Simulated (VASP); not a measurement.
# TeAu4 (Pm-3m) in VASP: further runs

Runs on TeAu4. Level: PBE. Tasks: single point, relaxation of cell and atoms.

All numbers are computed with VASP 6.6.1; they aren't measurements. Logs are shortened: lines on timing, memory, paths and dates and some standing lists are left out, and cuts for length are marked.

### Step 1. The cell of the first run

It takes space group Pm-3m (No. 221, cubic). Conventional cell: a = 5.108 Å, b = 5.108 Å, c = 5.108 Å, α = 90.00°, β = 90.00°, γ = 90.00°. Within 4.7 Å of Te (site symmetry m-3m) lie 20 Au at 3.61 to 4.42 Å. Au (site symmetry m-3m) has 6 Au at 2.55 Å within 3.4 Å. Au (site symmetry 4/mmm) has 2 Au at 2.55 Å within 3.4 Å.

### Step 2. Single point, PBE

File INCAR:

```
SYSTEM = TeAu4
PREC     = Accurate       ! precision mode
ENCUT    = 520            ! plane-wave cutoff, eV
EDIFF    = 1E-6           ! SCF threshold, eV
ISMEAR   = 0              ! smearing method
SIGMA    = 0.1            ! smearing width, eV
LREAL    = .False.        ! projectors in reciprocal space
LASPH    = .True.         ! aspherical terms in the spheres
NELM     = 100            ! most SCF steps
ALGO     = Normal         ! electronic algorithm
ISIF     = 2              ! what is computed and relaxed
LWAVE    = .False.        ! write WAVECAR
LCHARG   = .False.        ! write CHGCAR
GGA      = PE             ! functional
NBANDS   = 33             ! bands
```

File KPOINTS:

```
regular mesh
0
Gamma
  8 8 8
  0 0 0
```

File POSCAR:

```
TeAu4
1.0
    5.1076932248      0.0000000000      0.0000000000
    0.0000000000      5.1076932248      0.0000000000
    0.0000000000      0.0000000000      5.1076932248
Te Au
1 4
Direct
    0.0000000000      0.0000000000      0.0000000000
    0.5000000000      0.5000000000      0.5000000000
    0.0000000000      0.5000000000      0.5000000000
    0.5000000000      0.0000000000      0.5000000000
    0.5000000000      0.5000000000      0.0000000000
```

Potentials or basis: VASP PAW PBE potentials, release 64 (Te, Au).

On the command line:

```bash
$ cat potpaw_PBE.64/Te/POTCAR potpaw_PBE.64/Au/POTCAR > POTCAR
$ mpirun -np 1 vasp_std > vasp.out
```

OUTCAR:

```text
SYSTEM = TeAu4
   PREC = Accurate
   ENCUT = 520
   EDIFF = 1E-6
   ISMEAR = 0
   LREAL = .False.
   LASPH = .True.
   NELM = 100
   ISIF = 2
   GGA = PE

 ion  position               nearest neighbor table
   1  0.000  0.000  0.000-   3 3.61   4 3.61   5 3.61   3 3.61   4 3.61   3 3.61   5 3.61   3 3.61
                             4 3.61   5 3.61   4 3.61   5 3.61
   2  0.500  0.500  0.500-   3 2.55   4 2.55   5 2.55   5 2.55   4 2.55   3 2.55
   3  0.000  0.500  0.500-   2 2.55   2 2.55   1 3.61   1 3.61   1 3.61   1 3.61
   4  0.500  0.000  0.500-   2 2.55   2 2.55   1 3.61   1 3.61   1 3.61   1 3.61
   5  0.500  0.500  0.000-   2 2.55   2 2.55   1 3.61   1 3.61   1 3.61   1 3.61

  LATTYP: Found a simple cubic cell.
 ALAT       =     5.1076932248

  Lattice vectors:

 A1 = (   5.1076932248,   0.0000000000,   0.0000000000)
 A2 = (   0.0000000000,   5.1076932248,   0.0000000000)
 A3 = (   0.0000000000,   0.0000000000,   5.1076932248)

Analysis of symmetry for initial positions (statically):
=====================================================================
 Subroutine PRICEL returns:
 Original cell was already a primitive cell.

 Routine SETGRP: Setting up the symmetry group for a
 simple cubic supercell.

 Subroutine GETGRP returns: Found 48 space group operations
 (whereof 48 operations were pure point group operations)
 out of a pool of 48 trial point group operations.

The static configuration has the point symmetry O_h .

Analysis of symmetry for dynamics (positions and initial velocities):
=====================================================================
 Subroutine PRICEL returns:
 Original cell was already a primitive cell.

 Routine SETGRP: Setting up the symmetry group for a
 simple cubic supercell.

 Subroutine GETGRP returns: Found 48 space group operations
 (whereof 48 operations were pure point group operations)
 out of a pool of 48 trial point group operations.

The dynamic configuration has the point symmetry O_h .

 Subroutine INISYM returns: Found 48 space group operations
 (whereof 48 operations are pure point group operations),
 and found     1 'primitive' translations

----------------------------------------------------------------------------------------

                                     Primitive cell

  volume of cell :     133.2522

  direct lattice vectors                    reciprocal lattice vectors
     5.107693225  0.000000000  0.000000000     0.195783097  0.000000000  0.000000000
     0.000000000  5.107693225  0.000000000     0.000000000  0.195783097  0.000000000
     0.000000000  0.000000000  5.107693225     0.000000000  0.000000000  0.195783097

  length of vectors
     5.107693225  5.107693225  5.107693225     0.195783097  0.195783097  0.195783097

  position of ions in fractional coordinates (direct lattice)
     0.000000000  0.000000000  0.000000000
     0.500000000  0.500000000  0.500000000
     0.000000000  0.500000000  0.500000000
     0.500000000  0.000000000  0.500000000
     0.500000000  0.500000000  0.000000000

  ion indices of the primitive-cell ions
   primitive index   ion index
                 1           1
                 2           2
                 3           3
                 4           4
                 5           5

----------------------------------------------------------------------------------------

 KPOINTS: regular mesh

Automatic generation of k-mesh.
 Grid dimensions read from file:
 generate k-points for:    8    8    8

 Generating k-lattice:

  Cartesian coordinates                     Fractional coordinates (reciprocal lattice)
     0.024472887  0.000000000  0.000000000     0.125000000  0.000000000  0.000000000
     0.000000000  0.024472887  0.000000000     0.000000000  0.125000000  0.000000000
     0.000000000  0.000000000  0.024472887     0.000000000  0.000000000  0.125000000

  Length of vectors
     0.024472887  0.024472887  0.024472887

  Shift w.r.t. Gamma in fractional coordinates (k-lattice)
     0.000000000  0.000000000  0.000000000

 Subroutine IBZKPT returns following result:
 ===========================================

 Found     35 irreducible k-points:

 Following reciprocal coordinates:
            Coordinates               Weight
  0.000000  0.000000  0.000000      1.000000
  0.125000  0.000000  0.000000      6.000000
  0.250000  0.000000  0.000000      6.000000
  0.375000  0.000000  0.000000      6.000000
  0.500000  0.000000  0.000000      3.000000
  0.125000  0.125000  0.000000     12.000000
[... 16 lines left out ...]
  0.375000  0.375000  0.125000     24.000000
  0.500000  0.375000  0.125000     24.000000
 [... further k-points ...]
   k-points           NKPTS =     35   k-points in BZ     NKDIM =     35   number of bands    NBANDS=     33
   number of dos      NEDOS =    301   number of ions     NIONS =      5
   total plane-waves  NPLWV =  64000
   dimension x,y,z NGX =    40 NGY =   40 NGZ =   40
   dimension x,y,z NGXF=    80 NGYF=   80 NGZF=   80
   ions per type =               1   4
   NGX,Y,Z   is equivalent  to a cutoff of  13.02, 13.02, 13.02 a.u.
   NGXF,Y,Z  is equivalent  to a cutoff of  26.04, 26.04, 26.04 a.u.
 SYSTEM =  TeAu4
   PREC   = accura    normal or accurate (medium, high low for compatibility)
   ISTART =      0    job   : 0-new  1-cont  2-samecut
   ICHARG =      2    charge: 1-file 2-atom 10-const
   ISPIN  =      1    spin polarized calculation?
   LNONCOLLINEAR =      F non collinear calculations
   LSORBIT =      F    spin-orbit coupling
   LASPH  =      T    aspherical Exc in radial PAW
   ENCUT  =  520.0 eV  38.22 Ry    6.18 a.u.   9.50  9.50  9.50*2*pi/ulx,y,z
   NELM   =    100;   NELMIN=  2; NELMDL= -5     # of ELM steps
   EDIFF  = 0.1E-05   stopping-criterion for ELM
   LREAL  =      F    real-space projection
   EDIFFG = 0.1E-04   stopping-criterion for IOM
   NSW    =      0    number of steps for IOM
   IBRION =     -1    ionic relax: 0-MD 1-quasi-New 2-CG
   NFREE  =      0    steps in history (QN), initial steepest desc. (CG)
   ISIF   =      2    stress and relaxation
   ISYM   =      2    0-nonsym 1-usesym 2-fastsym
   POTIM  = 0.5000    time-step for ionic-motion
   TEBEG  =    0.0;   TEEND  =   0.0 temperature during run
   PSTRESS=    0.0 pullay stress
   NELECT =      50.0000    total number of electrons
   NUPDOWN=      -1.0000    fix difference up-down
   EMIN   =  10.00;   EMAX   =-10.00  energy-range for DOS
   EFERMI =   0.00;   METHOD = LEGACY
   ISMEAR =     0;   SIGMA  =   0.10  broadening in eV -4-tet -1-fermi 0-gaus
   EFERMI_NEDOS =   21; number of points for ismear=-14 and -15
   IALGO  =     38    algorithm
   IMIX   =      4    mixing-type and parameters
     AMIX     =   0.40;   BMIX     =  1.00
     AMIX_MAG =   1.60;   BMIX_MAG =  1.00
  volume/ion in A,a.u.               =      26.65       179.85
  Fermi-wavevector in a.u.,A,eV,Ry     =   1.180792  2.231373 18.970188  1.394269
  Thomas-Fermi vector in A             =   2.317078
   LORBIT       =      0    0 simple, 1 ext, 2 COOP (PROOUT), +10 PAW based schemes
   GGA     = PE    functional components
   LHFCALC =     F    Hartree Fock is set to
   AEXX    =    0.0000 exact exchange contribution
   IVDW    =     0    specifies the selected vdW correction
   LEPSILON=     F    determine dielectric tensor
   LRPA    =     F    only Hartree local field effects (RPA)
 non-spin polarized calculation
 Gauss-broadening in eV      SIGMA  =   0.10
  energy-cutoff  :      520.00
  volume of cell :      133.25
 maximum number of plane-waves:      3695
 NGX is ok and might be reduce to    40
   NGX = 19   NGY = 19   NGZ = 19

 number of electron      49.9999990 magnetization

 Free energy of the ion-electron system (eV)
  ---------------------------------------------------
  ext. energy  EPLUGINS =         0.00000000
  ---------------------------------------------------
  free energy    TOTEN  =       -12.67651221 eV

  energy without entropy =      -12.66242837  energy(sigma->0) =      -12.66947029

 E-fermi :   4.6269     XC(G=0): -10.0804

 val. band max:        4.5900839020   @ k =   0.2500   0.1250   0.1250
 cond. band min:       4.6302021203   @ k =   0.2500   0.2500   0.2500
 fundamental gap:      0.0401182183
 Fermi energy:         4.6269495405

 k-point     1 :       0.0000    0.0000    0.0000
  band No.  band energies     occupation
      1      -5.9298      2.00000
      2      -2.5293      2.00000
      3      -1.9372      2.00000
      4      -1.9372      2.00000
      5      -0.9306      2.00000
      6      -0.9306      2.00000
[... 25 lines left out ...]
     32      11.5962      0.00000
     33      11.5962      0.00000

 k-point     2 :       0.1250    0.0000    0.0000
  band No.  band energies     occupation
      1      -5.9056      2.00000
      2      -2.4818      2.00000
      3      -1.9348      2.00000
      4      -1.8216      2.00000
      5      -0.9260      2.00000
      6      -0.8750      2.00000
[... 25 lines left out ...]
     32      11.4012      0.00000
     33      11.4012      0.00000

 k-point     3 :       0.2500    0.0000    0.0000
  band No.  band energies     occupation
      1      -5.8456      2.00000
      2      -2.4342      2.00000
      3      -1.9288      2.00000
      4      -1.3894      2.00000
      5      -0.9150      2.00000
      6      -0.7254      2.00000
[... 25 lines left out ...]
     32      11.2391      0.00000
     33      11.2391      0.00000

 k-point     4 :       0.3750    0.0000    0.0000
  band No.  band energies     occupation
      1      -5.7829      2.00000
      2      -2.4378      2.00000
      3      -1.9230      2.00000
      4      -0.9038      2.00000
      5      -0.6354      2.00000
      6      -0.5436      2.00000
[... 673 lines left out ...]
     32      10.7596      0.00000
     33      12.0085      0.00000

 k-point    23 :       0.3750    0.3750    0.1250
  band No.  band energies     occupation
      1      -5.6962      2.00000
      2      -1.9660      2.00000
      3      -0.7163      2.00000
      4      -0.6226      2.00000
      5      -0.4213      2.00000
      6      -0.4019      2.00000
[... 25 lines left out ...]
     32      11.0619      0.00000
     33      12.2368      0.00000

 k-point    24 :       0.5000    0.3750    0.1250
  band No.  band energies     occupation
      1      -5.6832      2.00000
      2      -1.9485      2.00000
      3      -0.6627      2.00000
      4      -0.4037      2.00000
      5      -0.3269      2.00000
      6       0.0484      2.00000
[... 25 lines left out ...]
     32      11.4713      0.00000
     33      12.1146      0.00000

 [... further k-points ...]
[... 5 lines left out ...]
  --------------------------------------------------------------------------------------
  -------------------------------------------------------------------------------------
  Total       -0.1198542     -0.1198542     -0.1198542      0.0000000      0.0000000      0.0000000
  in kB       -1.4410844     -1.4410844     -1.4410844      0.0000000      0.0000000      0.0000000
  external PRESSURE =      -1.4410844 kB  Pullay stress =       0.0000000 kB

 VOLUME and BASIS-vectors are now :
 -----------------------------------------------------------------------------
  energy-cutoff  :      520.00
  volume of cell :      133.25
      direct lattice vectors                 reciprocal lattice vectors
     5.107693225  0.000000000  0.000000000     0.195783097  0.000000000  0.000000000
     0.000000000  5.107693225  0.000000000     0.000000000  0.195783097  0.000000000
     0.000000000  0.000000000  5.107693225     0.000000000  0.000000000  0.195783097

 POSITION                                       TOTAL-FORCE (eV/Angst)
 -----------------------------------------------------------------------------------
      0.00000      0.00000      0.00000         0.000000      0.000000      0.000000
      2.55385      2.55385      2.55385         0.000000      0.000000      0.000000
      0.00000      2.55385      2.55385         0.000000      0.000000      0.000000
      2.55385      0.00000      2.55385         0.000000      0.000000      0.000000
      2.55385      2.55385      0.00000         0.000000      0.000000      0.000000
 -----------------------------------------------------------------------------------
    total drift:                                0.000000     -0.000000     -0.000000

  FREE ENERGIE OF THE ION-ELECTRON SYSTEM (eV)
  ---------------------------------------------------
  free  energy   TOTEN  =       -12.6765122146 eV

  energy  without entropy=      -12.6624283728  energy(sigma->0) =      -12.66947029
```

Wall time 1.8 min (1 thread of AMD EPYC 9R45 (Zen 5), shared host); peak memory 0.28 GiB.

Results:

```
Free energy            : -12.6765 eV
Pressure               : -0.1 GPa
Band gap on the k mesh : zero (band 25 reaches 4.81 eV, above the bottom of band 26 at 3.92 eV)
```

Levels at points of the mesh, in eV from the Fermi level:
| k point | band 23 | band 24 | band 25 | band 26 | band 27 | band 28 |
| --- | --- | --- | --- | --- | --- | --- |
| (0.00, 0.00, 0.00) | -1.47 | -1.16 | -1.16 | 2.66 | 2.66 | 2.66 |
| (0.50, 0.00, 0.00) | -1.22 | -0.40 | -0.40 | 0.86 | 2.43 | 2.43 |
| (0.50, 0.50, 0.00) | -1.78 | -1.78 | 0.13 | 1.11 | 1.11 | 2.95 |
| (0.50, 0.50, 0.50) | -1.84 | -1.84 | -1.84 | -0.71 | -0.71 | -0.71 |

Caveat: spin-orbit coupling is left out, which moves the levels of the heavy elements.

### Step 3. Relaxation of cell and atoms, PBE

This run uses another cell than the first one, of 26.58 Å³/atom, 0.997 times its volume.

File INCAR:

```
PREC = Accurate ; ENCUT = 600
EDIFF = 1E-6 ; ISMEAR = 0
SIGMA = 0.1 ; LREAL = False
LASPH = True ; NELM = 100
ALGO = Normal ; ISIF = 3
LWAVE = False ; LCHARG = False
GGA = PE ; IBRION = 2
NSW = 100 ; EDIFFG = -0.01
```

File KPOINTS:

```
Automatic mesh
0
Gamma
  8 8 8
```

Changes to POSCAR since step 2:

```diff
@@ -2,5 +2,5 @@
 1.0
-    5.1076932248      0.0000000000      0.0000000000
-    0.0000000000      5.1076932248      0.0000000000
-    0.0000000000      0.0000000000      5.1076932248
+    5.1030991144      0.0000000000      0.0000000000
+    0.0000000000      5.1030991144      0.0000000000
+    0.0000000000      0.0000000000      5.1030991144
 Te Au
```

Potentials or basis: VASP PAW PBE potentials, release 64 (Te, Au).

On the command line:

```bash
$ cat potpaw_PBE.64/Te/POTCAR potpaw_PBE.64/Au/POTCAR > POTCAR
$ mpirun -np 1 vasp_std > vasp.out
```

Run time: 3.8 min. Hardware: 1 thread of AMD EPYC 9R45 (Zen 5), shared host; peak memory 0.32 GiB.

The run converged. Its results:

| Property | Result |
| --- | --- |
| Free energy | -12.6765 eV |
| Relaxed volume | 26.63 Å³/atom |
| Relaxed cell | a = 5.107 Å, b = 5.107 Å, c = 5.107 Å, α = 90.00°, β = 90.00°, γ = 90.00° |
| Space group after relaxing (to 0.05 Å) | Pm-3m (No. 221) |
| Energy gained by relaxing | 0.0 meV/atom |
| Ionic steps | 2 |
| Pressure after relaxing | 0.0 GPa |
| Band gap on the k mesh | zero (band 25 reaches 4.82 eV, above the bottom of band 26 at 3.92 eV) |

Final structure:
```
CELL_PARAMETERS angstrom
5.10654 0.00000 0.00000
0.00000 5.10654 0.00000
0.00000 0.00000 5.10654
ATOMIC_POSITIONS crystal
Te 0.00000 0.00000 0.00000
Au 0.50000 0.50000 0.50000
Au 0.00000 0.50000 0.50000
Au 0.50000 0.00000 0.50000
Au 0.50000 0.50000 0.00000
```

Levels at points of the mesh, in eV from the Fermi level:
```
           k point  band 22  band 23  band 24  band 25  band 26  band 27  band 28  band 29
(0.00, 0.00, 0.00)    -1.47    -1.47    -1.16    -1.16     2.66     2.66     2.66     3.01
(0.50, 0.00, 0.00)    -1.47    -1.22    -0.40    -0.40     0.87     2.43     2.43     3.33
(0.50, 0.50, 0.00)    -1.96    -1.78    -1.78     0.13     1.11     1.11     2.95     4.33
(0.50, 0.50, 0.50)    -2.25    -1.84    -1.84    -1.84    -0.71    -0.71    -0.71     6.11
```

Caveat: spin-orbit coupling is left out, which moves the levels of the heavy elements.

(Part 1 of 2 ends here.)
